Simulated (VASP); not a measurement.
# TePb (P1) in VASP: a series of runs

Runs on TePb. Level: PBE. Tasks: single point.

Everything below comes from runs of VASP 6.6.1. Logs are shortened: lines on timing, memory, paths and dates and some standing lists are left out, and cuts for length are marked.

### Step 1. The cell of the first run

The typed cell holds 2 atoms: a = 4.002 Å, b = 4.002 Å, c = 4.002 Å, α = 90.00°, β = 90.00°, γ = 90.00°.

### Step 2. Single point, PBE

The input, INCAR:

```
PREC     = Accurate       # precision mode
ENCUT    = 520            # plane-wave cutoff, eV
EDIFF    = 1E-6           # SCF threshold, eV
ISMEAR   = -1             # smearing method
SIGMA    = 0.05           # smearing width, eV
LREAL    = False          # projectors in reciprocal space
LASPH    = True           # aspherical terms in the spheres
NELM     = 60             # most SCF steps
ALGO     = Normal         # electronic algorithm
ISIF     = 2              # what is computed and relaxed
LWAVE    = False          # write WAVECAR
LCHARG   = True           # write CHGCAR
GGA      = PE             # functional
LELF     = True           # ELF
LVHAR    = True         
NBANDS   = 17             # bands
```

The input, KPOINTS:

```
Automatic mesh
0
Gamma
  6 6 6
```

The input, POSCAR:

```
TePb
1.0
    4.0022870000      0.0000000000      0.0000000000
    0.0000000000      4.0022870000      0.0000000000
    0.0000000000      0.0000000000      4.0022870000
Pb Te
1 1
Direct
   -0.0096090000      0.0075940000     -0.0102770000
    0.4833350000      0.4970930000      0.4993410000
```

Potentials or basis: VASP PAW PBE potentials, release 64 (Pb_d, Te).

On the command line:

```console
> cat potpaw_PBE.64/Pb_d/POTCAR potpaw_PBE.64/Te/POTCAR > POTCAR
> mpirun -np 1 vasp_std > vasp.out
```

OUTCAR:

```text
PREC = Accurate
   ENCUT = 520
   EDIFF = 1E-6
   ISMEAR = -1
   LREAL = False
   LASPH = True
   NELM = 60
   ISIF = 2
   GGA = PE

 ion  position               nearest neighbor table
   1  0.990  0.008  0.990-   2 3.40   2 3.44   2 3.45   2 3.45   2 3.48   2 3.48   2 3.50   2 3.53

   2  0.483  0.497  0.499-   1 3.40   1 3.44   1 3.45   1 3.45   1 3.48   1 3.48   1 3.50   1 3.53

  LATTYP: Found a simple cubic cell.
 ALAT       =     4.0022870000

  Lattice vectors:

 A1 = (   4.0022870000,   0.0000000000,   0.0000000000)
 A2 = (   0.0000000000,   4.0022870000,   0.0000000000)
 A3 = (   0.0000000000,   0.0000000000,   4.0022870000)

Analysis of symmetry for initial positions (statically):
=====================================================================
 Subroutine PRICEL returns:
 Original cell was already a primitive cell.

 Routine SETGRP: Setting up the symmetry group for a
 simple cubic supercell.

 Subroutine GETGRP returns: Found  1 space group operations
 (whereof  1 operations were pure point group operations)
 out of a pool of 48 trial point group operations.

The static configuration has the point symmetry C_1 .

Analysis of symmetry for dynamics (positions and initial velocities):
=====================================================================
 Subroutine PRICEL returns:
 Original cell was already a primitive cell.

 Routine SETGRP: Setting up the symmetry group for a
 simple cubic supercell.

 Subroutine GETGRP returns: Found  1 space group operations
 (whereof  1 operations were pure point group operations)
 out of a pool of 48 trial point group operations.

The dynamic configuration has the point symmetry C_1 .

 Subroutine INISYM returns: Found  1 space group operations
 (whereof  1 operations are pure point group operations),
 and found     1 'primitive' translations

----------------------------------------------------------------------------------------

                                     Primitive cell

  volume of cell :      64.1098

  direct lattice vectors                    reciprocal lattice vectors
     4.002287000  0.000000000  0.000000000     0.249857144  0.000000000  0.000000000
     0.000000000  4.002287000  0.000000000     0.000000000  0.249857144  0.000000000
     0.000000000  0.000000000  4.002287000     0.000000000  0.000000000  0.249857144

  length of vectors
     4.002287000  4.002287000  4.002287000     0.249857144  0.249857144  0.249857144

  position of ions in fractional coordinates (direct lattice)
     0.990391000  0.007594000  0.989723000
     0.483335000  0.497093000  0.499341000

  ion indices of the primitive-cell ions
   primitive index   ion index
                 1           1
                 2           2

----------------------------------------------------------------------------------------

 KPOINTS: Automatic mesh

Automatic generation of k-mesh.
 Grid dimensions read from file:
 generate k-points for:    6    6    6

 Generating k-lattice:

  Cartesian coordinates                     Fractional coordinates (reciprocal lattice)
     0.041642857  0.000000000  0.000000000     0.166666667  0.000000000  0.000000000
     0.000000000  0.041642857  0.000000000     0.000000000  0.166666667  0.000000000
     0.000000000  0.000000000  0.041642857     0.000000000  0.000000000  0.166666667

  Length of vectors
     0.041642857  0.041642857  0.041642857

  Shift w.r.t. Gamma in fractional coordinates (k-lattice)
     0.000000000  0.000000000  0.000000000

 Subroutine IBZKPT returns following result:
 ===========================================

 Found    112 irreducible k-points:

 Following reciprocal coordinates:
            Coordinates               Weight
  0.000000  0.000000  0.000000      1.000000
  0.166667  0.000000  0.000000      2.000000
  0.000000  0.166667  0.000000      2.000000
  0.000000  0.000000  0.166667      2.000000
  0.333333  0.000000  0.000000      2.000000
  0.000000  0.333333  0.000000      2.000000
[... 16 lines left out ...]
  0.000000 -0.333333  0.166667      2.000000
 -0.166667  0.000000  0.333333      2.000000
 [... further k-points ...]
   k-points           NKPTS =    112   k-points in BZ     NKDIM =    112   number of bands    NBANDS=     17
   number of dos      NEDOS =    301   number of ions     NIONS =      2
   total plane-waves  NPLWV =  27000
   dimension x,y,z NGX =    30 NGY =   30 NGZ =   30
   dimension x,y,z NGXF=    60 NGYF=   60 NGZF=   60
   ions per type =               1   1
   NGX,Y,Z   is equivalent  to a cutoff of  12.46, 12.46, 12.46 a.u.
   NGXF,Y,Z  is equivalent  to a cutoff of  24.92, 24.92, 24.92 a.u.
 SYSTEM =  unknown system
   PREC   = accura    normal or accurate (medium, high low for compatibility)
   ISTART =      0    job   : 0-new  1-cont  2-samecut
   ICHARG =      2    charge: 1-file 2-atom 10-const
   ISPIN  =      1    spin polarized calculation?
   LNONCOLLINEAR =      F non collinear calculations
   LSORBIT =      F    spin-orbit coupling
   LASPH  =      T    aspherical Exc in radial PAW
   ENCUT  =  520.0 eV  38.22 Ry    6.18 a.u.   7.44  7.44  7.44*2*pi/ulx,y,z
   NELM   =     60;   NELMIN=  2; NELMDL= -5     # of ELM steps
   EDIFF  = 0.1E-05   stopping-criterion for ELM
   LREAL  =      F    real-space projection
   EDIFFG = 0.1E-04   stopping-criterion for IOM
   NSW    =      0    number of steps for IOM
   IBRION =     -1    ionic relax: 0-MD 1-quasi-New 2-CG
   NFREE  =      0    steps in history (QN), initial steepest desc. (CG)
   ISIF   =      2    stress and relaxation
   ISYM   =      2    0-nonsym 1-usesym 2-fastsym
   POTIM  = 0.5000    time-step for ionic-motion
   TEBEG  =    0.0;   TEEND  =   0.0 temperature during run
   PSTRESS=    0.0 pullay stress
   NELECT =      20.0000    total number of electrons
   NUPDOWN=      -1.0000    fix difference up-down
   EMIN   =  10.00;   EMAX   =-10.00  energy-range for DOS
   EFERMI =   0.00;   METHOD = LEGACY
   ISMEAR =    -1;   SIGMA  =   0.05  broadening in eV -4-tet -1-fermi 0-gaus
   EFERMI_NEDOS =   21; number of points for ismear=-14 and -15
   IALGO  =     38    algorithm
   IMIX   =      4    mixing-type and parameters
     AMIX     =   0.40;   BMIX     =  1.00
     AMIX_MAG =   1.60;   BMIX_MAG =  1.00
  volume/ion in A,a.u.               =      32.05       216.32
  Fermi-wavevector in a.u.,A,eV,Ry     =   1.110307  2.098177 16.773027  1.232783
  Thomas-Fermi vector in A             =   2.246857
   LORBIT       =      0    0 simple, 1 ext, 2 COOP (PROOUT), +10 PAW based schemes
   GGA     = PE    functional components
   LHFCALC =     F    Hartree Fock is set to
   AEXX    =    0.0000 exact exchange contribution
   IVDW    =     0    specifies the selected vdW correction
   LEPSILON=     F    determine dielectric tensor
   LRPA    =     F    only Hartree local field effects (RPA)
 non-spin polarized calculation
  energy-cutoff  :      520.00
  volume of cell :       64.11
 maximum number of plane-waves:      1755
 NGX is ok and might be reduce to    30
   NGX = 15   NGY = 15   NGZ = 15

 number of electron      19.9999995 magnetization

 Free energy of the ion-electron system (eV)
  ---------------------------------------------------
  ext. energy  EPLUGINS =         0.00000000
  ---------------------------------------------------
  free energy    TOTEN  =        -7.08487942 eV

  energy without entropy =       -7.07593967  energy(sigma->0) =       -7.08040954

 E-fermi :   6.3746     XC(G=0):  -9.6853

 val. band max:        6.2868898557   @ k =   0.5000   0.1667   0.0000
 cond. band min:       6.3941927174   @ k =  -0.1667  -0.1667   0.1667
 fundamental gap:      0.1073028617
 Fermi energy:         6.3746480690

 k-point     1 :       0.0000    0.0000    0.0000
  band No.  band energies     occupation
      1     -10.7423      2.00000
      2     -10.7422      2.00000
      3     -10.6600      2.00000
      4     -10.6599      2.00000
      5     -10.6596      2.00000
      6      -5.7943      2.00000
[... 9 lines left out ...]
     16      16.3338      0.00000
     17      17.3832      0.00000

 k-point     2 :       0.1667    0.0000    0.0000
  band No.  band energies     occupation
      1     -10.7413      2.00000
      2     -10.7250      2.00000
      3     -10.6664      2.00000
      4     -10.6661      2.00000
      5     -10.6594      2.00000
      6      -5.5761      2.00000
[... 9 lines left out ...]
     16      16.1079      0.00000
     17      16.7468      0.00000

 k-point     3 :       0.0000    0.1667    0.0000
  band No.  band energies     occupation
      1     -10.7414      2.00000
      2     -10.7249      2.00000
      3     -10.6663      2.00000
      4     -10.6661      2.00000
      5     -10.6594      2.00000
      6      -5.5762      2.00000
[... 9 lines left out ...]
     16      16.1103      0.00000
     17      16.7424      0.00000

 k-point     4 :       0.0000    0.0000    0.1667
  band No.  band energies     occupation
      1     -10.7414      2.00000
      2     -10.7249      2.00000
      3     -10.6663      2.00000
      4     -10.6661      2.00000
      5     -10.6594      2.00000
      6      -5.5762      2.00000
[... 9 lines left out ...]
     16      16.1096      0.00000
     17      16.7427      0.00000

 k-point     5 :       0.3333    0.0000    0.0000
  band No.  band energies     occupation
      1     -10.7395      2.00000
      2     -10.6904      2.00000
      3     -10.6790      2.00000
      4     -10.6788      2.00000
      5     -10.6584      2.00000
      6      -4.9797      2.00000
[... 9 lines left out ...]
     16      14.9030      0.00000
     17      17.2020      0.00000

 k-point     6 :       0.0000    0.3333    0.0000
  band No.  band energies     occupation
      1     -10.7396      2.00000
      2     -10.6904      2.00000
      3     -10.6789      2.00000
      4     -10.6788      2.00000
      5     -10.6585      2.00000
      6      -4.9806      2.00000
[... 9 lines left out ...]
     16      14.9048      0.00000
     17      17.1981      0.00000

 k-point     7 :       0.0000    0.0000    0.3333
  band No.  band energies     occupation
      1     -10.7396      2.00000
      2     -10.6904      2.00000
      3     -10.6789      2.00000
      4     -10.6788      2.00000
      5     -10.6585      2.00000
      6      -4.9803      2.00000
[... 9 lines left out ...]
     16      14.9043      0.00000
     17      17.2000      0.00000

 k-point     8 :       0.5000    0.0000    0.0000
  band No.  band energies     occupation
      1     -10.7387      2.00000
      2     -10.6853      2.00000
      3     -10.6852      2.00000
      4     -10.6732      2.00000
      5     -10.6580      2.00000
      6      -4.4693      2.00000
[... 9 lines left out ...]
     16      17.8175      0.00000
     17      18.3266      0.00000
[... 203 lines left out ...]
      1     -10.7278      2.00000
      2     -10.6893      2.00000
      3     -10.6833      2.00000
      4     -10.6777      2.00000
      5     -10.6641      2.00000
      6      -4.7872      2.00000
[... 9 lines left out ...]
     16      15.1498      0.00000
     17      15.4584      0.00000

 k-point    20 :      -0.1667    0.3333    0.0000
  band No.  band energies     occupation
      1     -10.7278      2.00000
      2     -10.6893      2.00000
      3     -10.6833      2.00000
      4     -10.6777      2.00000
      5     -10.6641      2.00000
      6      -4.7874      2.00000
[... 9 lines left out ...]
     16      15.1505      0.00000
     17      15.4576      0.00000

 k-point    21 :      -0.3333    0.0000    0.1667
  band No.  band energies     occupation
      1     -10.7278      2.00000
      2     -10.6893      2.00000
      3     -10.6833      2.00000
      4     -10.6778      2.00000
      5     -10.6641      2.00000
      6      -4.7867      2.00000
[... 9 lines left out ...]
     16      15.1521      0.00000
     17      15.4600      0.00000

 k-point    22 :       0.0000    0.1667    0.3333
  band No.  band energies     occupation
      1     -10.7278      2.00000
      2     -10.6893      2.00000
      3     -10.6832      2.00000
      4     -10.6778      2.00000
      5     -10.6641      2.00000
      6      -4.7873      2.00000
[... 9 lines left out ...]
     16      15.1509      0.00000
     17      15.4573      0.00000

 k-point    23 :       0.0000   -0.3333    0.1667
  band No.  band energies     occupation
      1     -10.7279      2.00000
      2     -10.6892      2.00000
      3     -10.6833      2.00000
      4     -10.6778      2.00000
      5     -10.6641      2.00000
      6      -4.7875      2.00000
[... 9 lines left out ...]
     16      15.1558      0.00000
     17      15.4577      0.00000

 k-point    24 :      -0.1667    0.0000    0.3333
  band No.  band energies     occupation
      1     -10.7278      2.00000
      2     -10.6893      2.00000
      3     -10.6833      2.00000
      4     -10.6777      2.00000
      5     -10.6641      2.00000
      6      -4.7872      2.00000
[... 9 lines left out ...]
     16      15.1528      0.00000
     17      15.4590      0.00000

 [... further k-points ...]

------------------------ aborting loop because EDIFF is reached ----------------------------------------

  FORCE on cell =-STRESS in cart. coord.  units (eV):
  Direction    XX          YY          ZZ          XY          YZ          ZX
  --------------------------------------------------------------------------------------
  -------------------------------------------------------------------------------------
  Total       -0.1497758     -0.1503917     -0.1502096      0.0096431     -0.0130518     -0.0089148
  in kB       -3.7430666     -3.7584582     -3.7539077      0.2409925     -0.3261800     -0.2227911
  external PRESSURE =      -3.7518109 kB  Pullay stress =       0.0000000 kB

 VOLUME and BASIS-vectors are now :
 -----------------------------------------------------------------------------
  energy-cutoff  :      520.00
  volume of cell :       64.11
      direct lattice vectors                 reciprocal lattice vectors
     4.002287000  0.000000000  0.000000000     0.249857144  0.000000000  0.000000000
     0.000000000  4.002287000  0.000000000     0.000000000  0.249857144  0.000000000
     0.000000000  0.000000000  4.002287000     0.000000000  0.000000000  0.249857144

 POSITION                                       TOTAL-FORCE (eV/Angst)
 -----------------------------------------------------------------------------------
      3.96383      0.03039      3.96116         0.024955      0.037232     -0.034172
      1.93445      1.98951      1.99851        -0.024955     -0.037232      0.034172
 -----------------------------------------------------------------------------------
    total drift:                               -0.000095     -0.000062     -0.000052

  FREE ENERGIE OF THE ION-ELECTRON SYSTEM (eV)
  ---------------------------------------------------
  free  energy   TOTEN  =        -7.0848794213 eV

  energy  without entropy=       -7.0759396674  energy(sigma->0) =       -7.08040954
```

Wall time 88 s (1 thread of AMD EPYC 7R43 (Zen 3), shared host); peak memory 0.22 GiB.

What came out:

```
Free energy            : -7.0849 eV
Pressure               : -0.4 GPa
Largest force          : 0.056 eV/Å
Band gap on the k mesh : zero (bands 10 and 11 overlap by 1.22 eV)
```

Forces in eV/Å, atoms in the order of the input:
```
Pb   0.025  0.037 -0.034
Te  -0.025 -0.037  0.034
```

Caveat: spin-orbit coupling is left out, which moves the levels of the heavy elements.

### Step 3. Single point, PBE

The input, INCAR:

```
SYSTEM = TePb
PREC     = Accurate       ! precision mode
ENCUT    = 520            ! plane-wave cutoff, eV
EDIFF    = 1E-7           ! SCF threshold, eV
ISMEAR   = -1             ! smearing method
SIGMA    = 0.05           ! smearing width, eV
LREAL    = .False.        ! projectors in reciprocal space
LASPH    = .True.         ! aspherical terms in the spheres
NELM     = 60             ! most SCF steps
ALGO     = Normal         ! electronic algorithm
ISIF     = 2              ! what is computed and relaxed
LWAVE    = .False.        ! write WAVECAR
LCHARG   = .False.        ! write CHGCAR
GGA      = PE             ! functional
NBANDS   = 17             ! bands
```

The input, KPOINTS:

```
Automatic mesh
0
Gamma
  8 8 8
  0 0 0
```

POSCAR is that of step 2.

Potentials or basis: VASP PAW PBE potentials, release 64 (Pb_d, Te).

On the command line:

```console
> cat potpaw_PBE.64/Pb_d/POTCAR potpaw_PBE.64/Te/POTCAR > POTCAR
> mpirun -np 1 vasp_std > vasp.out
```

It took 4.3 min on 1 thread of AMD EPYC 7R43 (Zen 3), shared host; peak memory 0.36 GiB.

Results (log left out):

- Free energy: -7.0709 eV
- Pressure: -0.1 GPa
- Largest force: 0.024 eV/Å
- Band gap on the k mesh: zero (bands 10 and 11 overlap by 1.26 eV)

Forces on the atoms (eV/Å):
```
Pb   0.011  0.016 -0.015
Te  -0.011 -0.016  0.015
```

Levels at points of the mesh, in eV from the Fermi level:
```tsv
k point	band 8	band 9	band 10	band 11	band 12	band 13
(0.00, 0.00, 0.00)	-1.57	-1.57	-1.57	3.98	3.99	5.24
(0.50, 0.00, 0.00)	-0.78	-0.18	-0.16	0.22	2.32	2.32
(0.00, 0.50, 0.00)	-0.78	-0.17	-0.16	0.21	2.32	2.32
(0.00, 0.00, 0.50)	-0.78	-0.18	-0.16	0.21	2.32	2.32
(0.50, 0.50, 0.00)	-4.39	-4.38	0.22	3.50	3.70	3.70
(0.00, 0.50, 0.50)	-4.39	-4.38	0.22	3.50	3.70	3.70
(0.50, 0.00, 0.50)	-4.39	-4.38	0.22	3.50	3.70	3.70
(0.50, 0.50, 0.50)	-2.49	-2.48	-2.47	-1.04	-1.03	-1.01
```

Caveat: spin-orbit coupling is left out, which moves the levels of the heavy elements.
